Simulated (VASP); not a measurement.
# Ta2Si2O (I4/mmm) in VASP: single point with PBE

Aim: the single point of Ta2Si2O with PBE.

Everything below comes from runs of VASP 6.6.1. Logs are shortened: lines on timing, memory, paths and dates and some standing lists are left out, and cuts for length are marked.

## Step 1: The cell of the first run

It takes space group I4/mmm (No. 139, tetragonal). Conventional cell: a = 3.280 Å, b = 3.280 Å, c = 13.713 Å, α = 90.00°, β = 90.00°, γ = 90.00°. Ta (site symmetry 4mm) has 4 Si at 2.59 Å and 4 O at 2.72 Å and 5 Ta at 2.84 to 3.28 Å within 3.4 Å. Within 3.1 Å of Si (site symmetry -4m2) lie 4 Si at 2.32 Å and 4 Ta at 2.59 Å. O (site symmetry 4/mmm) has 8 Ta at 2.72 Å and 4 O at 3.28 Å within 3.6 Å.

The cell was generated, and may not be a known phase.

## Step 2: Single point, PBE, collinear spin

INCAR

```
  PREC = Accurate
  ENCUT = 520
  EDIFF = 1E-6
  ISMEAR = 0
  SIGMA = 0.1
  LREAL = F
  LASPH = T
  NELM = 150
  ALGO = Normal
  ISIF = 2
  LWAVE = F
  LCHARG = F
  ISPIN = 2
  MAGMOM = 1 1 0 0 0
  LORBIT = 11
  LMAXMIX = 4
  GGA = PE
  NBANDS = 30
```

KPOINTS

```
Automatic mesh
0
Gamma
  8 8 8
```

POSCAR

```
Ta2Si2O
1.0
   -1.6402070129      1.6402070129      6.8566227046
    1.6402070129     -1.6402070129      6.8566227046
    1.6402070129      1.6402070129     -6.8566227046
Ta Si O
2 2 1
Direct
    0.3962942712      0.3962942712      0.0000000000
    0.6037057288      0.6037057288      0.0000000000
    0.7500000000      0.2500000000      0.5000000000
    0.2500000000      0.7500000000      0.5000000000
    0.0000000000      0.0000000000      0.0000000000
```

Potentials or basis: VASP PAW PBE potentials, release 64 (Ta_pv, Si, O).

Command:

```bash
$ cat potpaw_PBE.64/Ta_pv/POTCAR potpaw_PBE.64/Si/POTCAR potpaw_PBE.64/O/POTCAR > POTCAR
$ mpirun -np 1 vasp_std > vasp.out
```

OUTCAR:

```text
PREC = Accurate
   ENCUT = 520
   EDIFF = 1E-6
   ISMEAR = 0
   LREAL = F
   LASPH = T
   NELM = 150
   ISIF = 2
   ISPIN = 2
   LORBIT = 11
   GGA = PE

 ion  position               nearest neighbor table
   1  0.396  0.396  0.000-   3 2.59   4 2.59   4 2.59   3 2.59   5 2.72   5 2.72   5 2.72   5 2.72
                             2 2.84
   2  0.604  0.604  0.000-   3 2.59   4 2.59   4 2.59   3 2.59   5 2.72   5 2.72   5 2.72   5 2.72
                             1 2.84
   3  0.750  0.250  0.500-   4 2.32   4 2.32   4 2.32   4 2.32   1 2.59   2 2.59   1 2.59   2 2.59

   4  0.250  0.750  0.500-   3 2.32   3 2.32   3 2.32   3 2.32   1 2.59   2 2.59   2 2.59   1 2.59

   5  0.000  0.000  0.000-   1 2.72   2 2.72   2 2.72   2 2.72   2 2.72   1 2.72   1 2.72   1 2.72

  LATTYP: Found a body centered tetragonal cell.
 ALAT       =     3.2804140258
 C/A-ratio  =     4.1803398295

  Lattice vectors:

 A1 = (  -1.6402070129,   1.6402070129,   6.8566227046)
 A2 = (   1.6402070129,  -1.6402070129,   6.8566227046)
 A3 = (   1.6402070129,   1.6402070129,  -6.8566227046)

Analysis of symmetry for initial positions (statically):
=====================================================================
 Subroutine PRICEL returns:
 Original cell was already a primitive cell.

 Routine SETGRP: Setting up the symmetry group for a
 body centered tetragonal supercell.

 Subroutine GETGRP returns: Found 16 space group operations
 (whereof 16 operations were pure point group operations)
 out of a pool of 16 trial point group operations.

The static configuration has the point symmetry D_4h.

Analysis of symmetry for dynamics (positions and initial velocities):
=====================================================================
 Subroutine PRICEL returns:
 Original cell was already a primitive cell.

 Routine SETGRP: Setting up the symmetry group for a
 body centered tetragonal supercell.

 Subroutine GETGRP returns: Found 16 space group operations
 (whereof 16 operations were pure point group operations)
 out of a pool of 16 trial point group operations.

The dynamic configuration has the point symmetry D_4h.

Analysis of structural, dynamic, and magnetic symmetry:
=====================================================================
 Subroutine PRICEL returns:
 Original cell was already a primitive cell.

 Routine SETGRP: Setting up the symmetry group for a
 body centered tetragonal supercell.

 Subroutine GETGRP returns: Found 16 space group operations
 (whereof 16 operations were pure point group operations)
 out of a pool of 16 trial point group operations.

The overall configuration has the point symmetry D_4h.

 Subroutine INISYM returns: Found 16 space group operations
 (whereof 16 operations are pure point group operations),
 and found     1 'primitive' translations

----------------------------------------------------------------------------------------

                                     Primitive cell

  volume of cell :      73.7849

  direct lattice vectors                    reciprocal lattice vectors
    -1.640207013  1.640207013  6.856622705     0.000000000  0.304839570  0.072922198
     1.640207013 -1.640207013  6.856622705     0.304839570  0.000000000  0.072922198
     1.640207013  1.640207013 -6.856622705     0.304839570  0.304839570  0.000000000

  length of vectors
     7.238358447  7.238358447  7.238358447     0.313440282  0.313440282  0.431108254

  position of ions in fractional coordinates (direct lattice)
     0.396294271  0.396294271  0.000000000
     0.603705729  0.603705729  0.000000000
     0.750000000  0.250000000  0.500000000
     0.250000000  0.750000000  0.500000000
     0.000000000  0.000000000  0.000000000

  ion indices of the primitive-cell ions
   primitive index   ion index
                 1           1
                 2           2
                 3           3
                 4           4
                 5           5

----------------------------------------------------------------------------------------

 KPOINTS: Automatic mesh

Automatic generation of k-mesh.
 Grid dimensions read from file:
 generate k-points for:    8    8    8

 Generating k-lattice:

  Cartesian coordinates                     Fractional coordinates (reciprocal lattice)
     0.000000000  0.038104946  0.009115275     0.125000000 -0.000000000  0.000000000
     0.038104946  0.000000000  0.009115275    -0.000000000  0.125000000  0.000000000
     0.038104946  0.038104946  0.000000000     0.000000000  0.000000000  0.125000000

  Length of vectors
     0.039180035  0.039180035  0.053888532

  Shift w.r.t. Gamma in fractional coordinates (k-lattice)
     0.000000000  0.000000000  0.000000000

 Subroutine IBZKPT returns following result:
 ===========================================

 Found     59 irreducible k-points:

 Following reciprocal coordinates:
            Coordinates               Weight
  0.000000  0.000000  0.000000      1.000000
  0.125000  0.000000  0.000000      8.000000
  0.250000  0.000000  0.000000      8.000000
  0.375000  0.000000  0.000000      8.000000
  0.500000  0.000000  0.000000      4.000000
  0.125000  0.125000  0.000000      8.000000
[... 16 lines left out ...]
  0.250000  0.125000  0.125000     16.000000
  0.375000  0.125000  0.125000      8.000000
 [... further k-points ...]
   k-points           NKPTS =     59   k-points in BZ     NKDIM =     59   number of bands    NBANDS=     30
   number of dos      NEDOS =    301   number of ions     NIONS =      5
   total plane-waves  NPLWV = 157464
   dimension x,y,z NGX =    54 NGY =   54 NGZ =   54
   dimension x,y,z NGXF=   108 NGYF=  108 NGZF=  108
   ions per type =               2   2   1
   NGX,Y,Z   is equivalent  to a cutoff of  12.40, 12.40, 12.40 a.u.
   NGXF,Y,Z  is equivalent  to a cutoff of  24.80, 24.80, 24.80 a.u.
 SYSTEM =  unknown system
   PREC   = accura    normal or accurate (medium, high low for compatibility)
   ISTART =      0    job   : 0-new  1-cont  2-samecut
   ICHARG =      2    charge: 1-file 2-atom 10-const
   ISPIN  =      2    spin polarized calculation?
   LNONCOLLINEAR =      F non collinear calculations
   LSORBIT =      F    spin-orbit coupling
   LASPH  =      T    aspherical Exc in radial PAW
   ENCUT  =  520.0 eV  38.22 Ry    6.18 a.u.  13.46 13.46 13.46*2*pi/ulx,y,z
   NELM   =    150;   NELMIN=  2; NELMDL= -5     # of ELM steps
   EDIFF  = 0.1E-05   stopping-criterion for ELM
   LREAL  =      F    real-space projection
   EDIFFG = 0.1E-04   stopping-criterion for IOM
   NSW    =      0    number of steps for IOM
   IBRION =     -1    ionic relax: 0-MD 1-quasi-New 2-CG
   NFREE  =      0    steps in history (QN), initial steepest desc. (CG)
   ISIF   =      2    stress and relaxation
   ISYM   =      2    0-nonsym 1-usesym 2-fastsym
   POTIM  = 0.5000    time-step for ionic-motion
   TEBEG  =    0.0;   TEEND  =   0.0 temperature during run
   PSTRESS=    0.0 pullay stress
   NELECT =      36.0000    total number of electrons
   NUPDOWN=      -1.0000    fix difference up-down
   EMIN   =  10.00;   EMAX   =-10.00  energy-range for DOS
   EFERMI =   0.00;   METHOD = LEGACY
   ISMEAR =     0;   SIGMA  =   0.10  broadening in eV -4-tet -1-fermi 0-gaus
   EFERMI_NEDOS =   21; number of points for ismear=-14 and -15
   IALGO  =     38    algorithm
   IMIX   =      4    mixing-type and parameters
     AMIX     =   0.40;   BMIX     =  1.00
     AMIX_MAG =   1.60;   BMIX_MAG =  1.00
  volume/ion in A,a.u.               =      14.76        99.59
  Fermi-wavevector in a.u.,A,eV,Ry     =   1.288803  2.435484 22.599449  1.661013
  Thomas-Fermi vector in A             =   2.420734
   LORBIT       =     11    0 simple, 1 ext, 2 COOP (PROOUT), +10 PAW based schemes
   GGA     = PE    functional components
   LHFCALC =     F    Hartree Fock is set to
   AEXX    =    0.0000 exact exchange contribution
   IVDW    =     0    specifies the selected vdW correction
   LEPSILON=     F    determine dielectric tensor
   LRPA    =     F    only Hartree local field effects (RPA)
 spin polarized calculation
 Gauss-broadening in eV      SIGMA  =   0.10
  energy-cutoff  :      520.00
  volume of cell :       73.78
 maximum number of plane-waves:      2012
 NGX is ok and might be reduce to    54
   NGX = 27   NGY = 27   NGZ = 27

 number of electron      36.0000003 magnetization      -0.0004171

 number of electron      36.0000003 magnetization       0.0000573

 Free energy of the ion-electron system (eV)
  ---------------------------------------------------
  ext. energy  EPLUGINS =         0.00000000
  ---------------------------------------------------
  free energy    TOTEN  =       -39.67305714 eV

  energy without entropy =      -39.65855513  energy(sigma->0) =      -39.66580613

 E-fermi :   7.5032     XC(G=0): -11.7412

 val. band max:        7.5006705854   @ k =  -0.2500   0.3750   0.2500
 cond. band min:       7.5056596635   @ k =   0.2500   0.2500   0.0000
 fundamental gap:      0.0049890781
 Fermi energy:         7.5031950310

 spin component 1

 k-point     1 :       0.0000    0.0000    0.0000
  band No.  band energies     occupation
      1     -27.7824      1.00000
      2     -27.5267      1.00000
      3     -27.5267      1.00000
      4     -27.4854      1.00000
      5     -27.4854      1.00000
      6     -27.3502      1.00000
[... 781 lines left out ...]
     29      14.7413      0.00000
     30      15.9556      0.00000

 [... further k-points ...]

 spin component 2

 k-point     1 :       0.0000    0.0000    0.0000
  band No.  band energies     occupation
      1     -27.7824      1.00000
      2     -27.5267      1.00000
      3     -27.5267      1.00000
      4     -27.4853      1.00000
      5     -27.4853      1.00000
      6     -27.3502      1.00000
[... 781 lines left out ...]
     29      14.7413      0.00000
     30      15.9556      0.00000

 [... further k-points ...]
[... 5 lines left out ...]
  --------------------------------------------------------------------------------------
  -------------------------------------------------------------------------------------
  Total        0.0048210      0.0048210     -0.0508571      0.0000000     -0.0000000      0.0000000
  in kB        0.1046847      0.1046847     -1.1043201      0.0000000     -0.0000000      0.0000000
  external PRESSURE =      -0.2983169 kB  Pullay stress =       0.0000000 kB

 VOLUME and BASIS-vectors are now :
 -----------------------------------------------------------------------------
  energy-cutoff  :      520.00
  volume of cell :       73.78
      direct lattice vectors                 reciprocal lattice vectors
    -1.640207013  1.640207013  6.856622705     0.000000000  0.304839570  0.072922198
     1.640207013 -1.640207013  6.856622705     0.304839570  0.000000000  0.072922198
     1.640207013  1.640207013 -6.856622705     0.304839570  0.304839570  0.000000000

 POSITION                                       TOTAL-FORCE (eV/Angst)
 -----------------------------------------------------------------------------------
      0.00000      0.00000      5.43448         0.000000      0.000000     -0.079498
      0.00000      0.00000      8.27876         0.000000      0.000000      0.079498
     -0.00000      1.64021      3.42831        -0.000000     -0.000000     -0.000000
      1.64021     -0.00000      3.42831        -0.000000     -0.000000     -0.000000
      0.00000      0.00000      0.00000        -0.000000     -0.000000     -0.000000
 -----------------------------------------------------------------------------------
    total drift:                               -0.000000      0.000000      0.000000

  FREE ENERGIE OF THE ION-ELECTRON SYSTEM (eV)
  ---------------------------------------------------
  free  energy   TOTEN  =       -39.6730571356 eV

  energy  without entropy=      -39.6585551271  energy(sigma->0) =      -39.66580613

 total charge

# of ion       s       p       d       tot
------------------------------------------
    1        0.297   6.109   2.374   8.780
    2        0.297   6.109   2.374   8.780
    3        0.746   1.042   0.000   1.789
    4        0.746   1.042   0.000   1.789
    5        1.608   3.189   0.000   4.797
--------------------------------------------------
tot          3.694  17.492   4.748  25.934

 magnetization (x)

# of ion       s       p       d       tot
------------------------------------------
    1       -0.000  -0.000  -0.000  -0.000
    2       -0.000  -0.000  -0.000  -0.000
    3        0.000   0.000   0.000   0.000
    4        0.000   0.000   0.000   0.000
    5       -0.000   0.000   0.000   0.000
--------------------------------------------------
tot         -0.000   0.000  -0.000   0.000
```

Run time: 8.7 min. Hardware: 1 thread of Intel Xeon Platinum 8488C (Sapphire Rapids), shared host; peak memory 0.61 GiB.

What came out:

```yaml
Free_energy: -39.6731 eV
Pressure: 0.0 GPa
Largest_force: 0.079 eV/Å
Band_gap_on_the_k_mesh: zero (filled and empty bands overlap)
Net_moment: 0.00 μB per cell
Valence_electrons_inside_the_program's_atomic_spheres: Ta 8.78; Si 1.79; O 4.80
```

Forces on the atoms (eV/Å):
```
Ta   0.000  0.000 -0.079
Ta   0.000  0.000  0.079
Si   0.000  0.000  0.000
Si   0.000  0.000  0.000
O    0.000  0.000  0.000
```

Caveat: spin-orbit coupling is left out, which moves the levels of the heavy elements.
